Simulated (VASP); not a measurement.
# Sb (Pm-3m) in VASP: settings compared, part 2 of 2

VASP 6.6.1. Earlier steps stand in the parts before.

## 3. Single point, PBE-based screened hybrid with 40 % exact exchange

Contents of POSCAR:

```
Sb
1.0
    3.1600000000      0.0000000000      0.0000000000
    0.0000000000      3.1600000000      0.0000000000
    0.0000000000      0.0000000000      3.1600000000
Sb
1
Direct
    0.0000000000      0.0000000000      0.0000000000
```

Contents of INCAR.step1:

```
SYSTEM = Sb
ALGO = Normal
EDIFF = 1E-5
ENCUT = 400
GGA = PE
GGA_COMPAT = .FALSE.
ISIF = 2
ISMEAR = -1
LASPH = .TRUE.
LCHARG = .FALSE.
LREAL = .FALSE.
LWAVE = .TRUE.
NBANDS = 14
NELM = 120
PREC = Accurate
SIGMA = 0.05
```

Contents of INCAR.step2:

```
SYSTEM = Sb
AEXX = 0.4
ALGO = Normal
EDIFF = 1E-6
ENCUT = 400
GGA = PE
GGA_COMPAT = .FALSE.
HFSCREEN = 0.2
ISIF = 2
ISMEAR = -1
ISTART = 1
LASPH = .TRUE.
LCHARG = .FALSE.
LHFCALC = .TRUE.
LREAL = .FALSE.
LWAVE = .FALSE.
NBANDS = 14
NELM = 120
PREC = Accurate
PRECFOCK = Normal
SIGMA = 0.05
```

Contents of KPOINTS:

```
k-points
0
G
  4 4 4
  0 0 0
```

Potentials or basis: VASP PAW PBE potentials, release 64 (Sb_d_GW).

Started as:

```console
> cat potpaw_PBE.64/Sb_d_GW/POTCAR > POTCAR
> cp INCAR.step1 INCAR
> mpirun -np 1 vasp_std > vasp.out
> cp INCAR.step2 INCAR
> mpirun -np 1 vasp_std > vasp.out
```

OUTCAR:

```text
SYSTEM = Sb
   AEXX = 0.4
   EDIFF = 1E-6
   ENCUT = 400
   GGA = PE
   HFSCREEN = 0.2
   ISIF = 2
   ISMEAR = -1
   ISTART = 1
   LASPH = .TRUE.
   LHFCALC = .TRUE.
   LREAL = .FALSE.
   NELM = 120
   PREC = Accurate
   PRECFOCK = Normal

 ion  position               nearest neighbor table
   1  0.000  0.000  0.000-

  LATTYP: Found a simple cubic cell.
 ALAT       =     3.1600000000

  Lattice vectors:

 A1 = (   3.1600000000,   0.0000000000,   0.0000000000)
 A2 = (   0.0000000000,   3.1600000000,   0.0000000000)
 A3 = (   0.0000000000,   0.0000000000,   3.1600000000)

Analysis of symmetry for initial positions (statically):
=====================================================================
 Subroutine PRICEL returns:
 Original cell was already a primitive cell.

 Routine SETGRP: Setting up the symmetry group for a
 simple cubic supercell.

 Subroutine GETGRP returns: Found 48 space group operations
 (whereof 48 operations were pure point group operations)
 out of a pool of 48 trial point group operations.

[... 160 lines left out ...]
 k-point     1 :       0.0000    0.0000    0.0000
  band No.  band energies     occupation
      1     -28.9297      2.00000
      2     -28.9297      2.00000
      3     -28.7567      2.00000
      4     -28.7567      2.00000
      5     -28.7567      2.00000
      6      -9.8711      2.00000
      7       8.1806      0.00000
      8       8.1806      0.00000
      9       8.1806      0.00000
     10      12.1793      0.00000
     11      12.1793      0.00000
     12      13.2951      0.00000
     13      24.6731      0.00000
     14      24.6731      0.00000
[... 139 lines left out ...]
      1     -28.8449      2.00000
      2     -28.8449      2.00000
      3     -28.8449      2.00000
      4     -28.7015      2.00000
      5     -28.7015      2.00000
      6      -0.7885      2.00000
      7       2.5005      2.00000
      8       2.5005      2.00000
      9       2.5005      2.00000
     10      10.0793      0.00000
     11      10.0793      0.00000
     12      10.0793      0.00000
     13      12.3413      0.00000
     14      30.4898      0.00000

------------------------ aborting loop because EDIFF is reached ----------------------------------------

  FORCE on cell =-STRESS in cart. coord.  units (eV):
  Direction    XX          YY          ZZ          XY          YZ          ZX
  --------------------------------------------------------------------------------------
  -------------------------------------------------------------------------------------
  Total       -1.4394839     -1.4394839     -1.4394839      0.0000000      0.0000000      0.0000000
  in kB      -73.0896927    -73.0896927    -73.0896927      0.0000000      0.0000000      0.0000000
  external PRESSURE =     -73.0896927 kB  Pullay stress =       0.0000000 kB

 VOLUME and BASIS-vectors are now :
 -----------------------------------------------------------------------------
  energy-cutoff  :      400.00
  volume of cell :       31.55
      direct lattice vectors                 reciprocal lattice vectors
     3.160000000  0.000000000  0.000000000     0.316455696  0.000000000  0.000000000
     0.000000000  3.160000000  0.000000000     0.000000000  0.316455696  0.000000000
     0.000000000  0.000000000  3.160000000     0.000000000  0.000000000  0.316455696

 POSITION                                       TOTAL-FORCE (eV/Angst)
 -----------------------------------------------------------------------------------
      0.00000      0.00000      0.00000         0.000000      0.000000      0.000000
 -----------------------------------------------------------------------------------
    total drift:                                0.000001      0.000002     -0.000004

  FREE ENERGIE OF THE ION-ELECTRON SYSTEM (eV)
  ---------------------------------------------------
  free  energy   TOTEN  =        -4.8542040458 eV

  energy  without entropy=       -4.8454019746  energy(sigma->0) =       -4.84980301
```

OUTCAR.step1:

```text
SYSTEM = Sb
   EDIFF = 1E-5
   ENCUT = 400
   GGA = PE
   ISIF = 2
   ISMEAR = -1
   LASPH = .TRUE.
[... 370 lines left out ...]
 -----------------------------------------------------------------------------------
      0.00000      0.00000      0.00000         0.000000      0.000000      0.000000
 -----------------------------------------------------------------------------------
    total drift:                                0.000000     -0.000000      0.000000

  FREE ENERGIE OF THE ION-ELECTRON SYSTEM (eV)
  ---------------------------------------------------
  free  energy   TOTEN  =        -3.7070013507 eV

  energy  without entropy=       -3.6968320593  energy(sigma->0) =       -3.70191670
```

OSZICAR.step1:

```text
N       E                     dE             d eps       ncg     rms          rms(c)
DAV:   1     0.791347258208E+02    0.79135E+02   -0.47840E+03   342   0.859E+03
DAV:   2     0.309592140864E+01   -0.76039E+02   -0.73094E+02   464   0.794E+02
DAV:   3    -0.362362856894E+01   -0.67195E+01   -0.67101E+01   442   0.101E+02
DAV:   4    -0.369898766507E+01   -0.75359E-01   -0.75280E-01   352   0.840E+00
DAV:   5    -0.370590754652E+01   -0.69199E-02   -0.69198E-02   456   0.306E+00    0.242E+00
DAV:   6    -0.370569075939E+01    0.21679E-03   -0.41519E-03   360   0.516E+00    0.146E+00
DAV:   7    -0.370697874916E+01   -0.12880E-02   -0.48486E-03   388   0.400E+00    0.720E-02
DAV:   8    -0.370699453124E+01   -0.15782E-04   -0.91661E-04   462   0.195E+00    0.232E-02
DAV:   9    -0.370700135066E+01   -0.68194E-05   -0.23585E-05   336   0.260E-01
   1 F= -.37070014E+01 E0= -.37019167E+01  d E =-.101693E-01
```

Wall time 58 s (1 thread of Intel Xeon 6975P-C (Granite Rapids), shared host); peak memory 0.24 GiB.

What came out:

```
Free energy            : -4.8542 eV
Pressure               : -7.3 GPa
Band gap on the k mesh : zero (an odd number of electrons rules out a gap without spin polarisation)
```

Levels at points of the mesh, in eV from the Fermi level:
```
           k point  band 4  band 5  band 6  band 7  band 8  band 9  band 10  band 11
(0.00, 0.00, 0.00)  -33.39  -33.39  -14.50    3.55    3.55    3.55     7.55     7.55
(0.50, 0.00, 0.00)  -33.42  -33.38  -11.80   -6.68    5.79    5.79    10.11    11.33
(0.50, 0.50, 0.00)  -33.43  -33.34   -8.79   -4.30   -4.30    2.61     7.96    14.16
(0.50, 0.50, 0.50)  -33.33  -33.33   -5.42   -2.13   -2.13   -2.13     5.45     5.45
```

Caveat: the k points lie up to 0.50 Å⁻¹ apart, too coarse for converged energies and pressures of a metal; the PAW data sets were made with another functional, which shifts forces and pressure a little; spin-orbit coupling is left out, which moves the levels of the heavy elements.

## 4. Single point, PBE0

POSCAR is that of step 3.

Contents of INCAR.step1:

```
PREC = Accurate
ENCUT = 400
EDIFF = 1E-5
ISMEAR = -1
SIGMA = 0.05
LREAL = False
LASPH = True
NELM = 120
ALGO = Normal
ISIF = 2
LWAVE = True
LCHARG = False
NBANDS = 14
GGA = PE
GGA_COMPAT = False
```

Contents of INCAR.step2:

```
PREC = Accurate
ENCUT = 400
EDIFF = 1E-6
ISMEAR = -1
SIGMA = 0.05
LREAL = False
LASPH = True
NELM = 120
ALGO = Normal
ISIF = 2
LWAVE = False
LCHARG = False
GGA = PE
LHFCALC = True
AEXX = 0.25
PRECFOCK = Normal
NBANDS = 14
ISTART = 1
GGA_COMPAT = False
```

Contents of KPOINTS:

```
regular mesh
0
Gamma
  6 6 6
```

Started as:

```console
> cat potpaw_PBE.64/Sb_d_GW/POTCAR > POTCAR
> cp INCAR.step1 INCAR
> mpirun -np 1 vasp_std > vasp.out
> cp INCAR.step2 INCAR
> mpirun -np 1 vasp_std > vasp.out
```

Wall time 7.5 min (1 thread of Intel Xeon Platinum 8488C (Sapphire Rapids), shared host); peak memory 0.15 GiB.

It converged, with:

* Free energy: -5.3982 eV
* Pressure: -3.6 GPa
* Band gap on the k mesh: zero (an odd number of electrons rules out a gap without spin polarisation)

Levels at points of the mesh, in eV from the Fermi level:
```csv
k point,band 4,band 5,band 6,band 7,band 8,band 9,band 10,band 11
"(0.00, 0.00, 0.00)",-32.20,-32.20,-14.13,3.69,3.69,3.69,7.65,7.65
"(0.50, 0.00, 0.00)",-32.22,-32.20,-11.58,-6.67,5.73,5.73,10.06,11.17
"(0.50, 0.50, 0.00)",-32.24,-32.14,-8.90,-4.52,-4.52,2.66,7.72,13.93
"(0.50, 0.50, 0.50)",-32.14,-32.14,-5.87,-2.46,-2.46,-2.46,5.41,5.41
```

Caveat: the cell stands under tension; the PAW data sets were made with another functional, which shifts forces and pressure a little; spin-orbit coupling is left out, which moves the levels of the heavy elements.

## 5. Summary

| level | k mesh | share of exact exchange | screening parameter | gap on the mesh (eV) | pressure (GPa) |
| --- | --- | --- | --- | --- | --- |
| PBE-based screened hybrid with 30 % exact exchange | 4 × 4 × 4 | 0.3 | 0.2 1/Å | none | -6.3 |
| PBE-based screened hybrid with 40 % exact exchange | 4 × 4 × 4 | 0.4 | 0.2 1/Å | none | -7.3 |
| PBE0 | 6 × 6 × 6 | 0.25 | - | none | -3.6 |

Alike in all rows: task single point; potentials or basis VASP PAW PBE potentials, release 64 (Sb_d_GW); no spin polarisation; cell as given; cutoff (eV) 400; smearing fermi-dirac 0.05 eV.

Caveats: some runs use coarse meshes; the PAW data sets were made with another functional, which shifts forces and pressure a little; spin-orbit coupling is left out, which moves the levels of the heavy elements; the cell stands under tension (at least some runs).

Total energies depend on the potentials used, so only differences within one code and one set of settings carry meaning.
